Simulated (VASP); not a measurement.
The system is Pt.

```
CELL_PARAMETERS angstrom
2.81580 0.00000 0.00000
-1.40790 2.43855 0.00000
0.00000 0.00000 4.56159
ATOMIC_POSITIONS crystal
Pt 0.33333 0.66667 0.25000
Pt 0.66667 0.33333 0.75000
```

This isn't the form of Pt at room conditions, which is fcc.

```yaml
Program: VASP 6.6.1
Task: relaxation of cell and atoms
Functional: PBE
Potentials_or_basis: VASP PAW PBE potentials, release 64 (Pt)
Cutoff: 600 eV
k_mesh: 17 × 17 × 9
Occupations: fermi-dirac, width 0.05 eV
Spin: no spin polarisation
```

At the start: pressure 1.0 GPa; volume 15.66 Å³/atom.

Question: How do energy, volume and symmetry change on relaxing?

Answer: Over 8 steps the energy falls by 22.2 meV/atom and the volume is 15.73 Å³/atom (+0.4 %); space group P6_3/mmc (No. 194, to 0.1 Å) before and after.

The path:
| step | energy change (eV) | largest force (eV/Å) | pressure (GPa) | volume (Å³) |
| --- | --- | --- | --- | --- |
| 1 | 0.0000 | 0.0000 | 1.02 | 31.32 |
| 2 | -0.0362 | 0.0000 | -2.57 | 31.75 |
| 3 | -0.0388 | 0.0000 | -3.37 | 31.88 |
| 4 | -0.0071 | 0.0000 | 8.46 | 30.58 |
| 5 | -0.0441 | 0.0000 | -0.43 | 31.51 |
| 6 | -0.0442 | 0.0000 | -0.36 | 31.51 |
| 7 | -0.0443 | 0.0000 | 0.14 | 31.43 |
| 8 | -0.0444 | 0.0000 | -0.02 | 31.45 |

Final structure:
```
CELL_PARAMETERS angstrom
2.76076 0.00000 0.00000
-1.38038 2.39089 0.00000
0.00000 0.00000 4.76503
ATOMIC_POSITIONS crystal
Pt 0.33333 0.66667 0.25000
Pt 0.66667 0.33333 0.75000
```
